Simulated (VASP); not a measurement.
Set up this calculation in VASP 6.6.1, as the native input.

```
Task                   : single point
Functional             : LDA
Potentials or basis    : VASP PAW LDA potentials, release 64 (Br, K_sv)
Cutoff                 : 520 eV
k mesh                 : 7 × 7 × 7
Occupations            : fermi-dirac, width 0.05 eV
Spin                   : non-collinear spin, zero start, spin-orbit coupling
Starting moments       : [[0.0, 0.0, 0.0], [0.0, 0.0, 0.0]] μB
Dipole correction      : no
Further INCAR settings : ALGO = Normal; EDIFF = 1e-06; NBANDS = 28
```

The structure of KBr lies in POSCAR:

```
KBr
1.0
    0.0000000000      3.3000000000      3.3000000000
    3.3000000000      0.0000000000      3.3000000000
    3.3000000000      3.3000000000      0.0000000000
Br K
1 1
Direct
    0.5000000000      0.5000000000      0.5000000000
    0.0000000000      0.0000000000      0.0000000000
```

One way to write it, as run:

INCAR

```
SYSTEM = KBr
ALGO = Normal
EDIFF = 1E-6
ENCUT = 520
GGA_COMPAT = .False.
ISIF = 2
ISMEAR = -1
LASPH = .True.
LCHARG = .True.
LORBIT = 11
LORBMOM = .True.
LREAL = .False.
LSORBIT = .True.
LVHAR = .True.
LWAVE = .False.
MAGMOM = 0 0 0 0 0 0
NBANDS = 28
NELM = 150
PREC = Accurate
SIGMA = 0.05
```

KPOINTS

```
k-points
0
Gamma
  7 7 7
  0 0 0
```

Potentials or basis: VASP PAW LDA potentials, release 64 (Br, K_sv).

Run with:

```bash
$ cat potpaw_LDA.64/Br/POTCAR potpaw_LDA.64/K_sv/POTCAR > POTCAR
$ mpirun -np 1 vasp_ncl > vasp.out
```

Results of the run:

```yaml
Pressure: -1.6 GPa
Net_moment: 0.00 μB per cell
Valence_electrons_inside_the_program's_atomic_spheres: Br 4.88; K 7.54
```

Run time: 43 s on 1 thread of Intel(R) Xeon(R) 6975P-C (Granite Rapids) (shared host), peak memory 0.32 GiB.
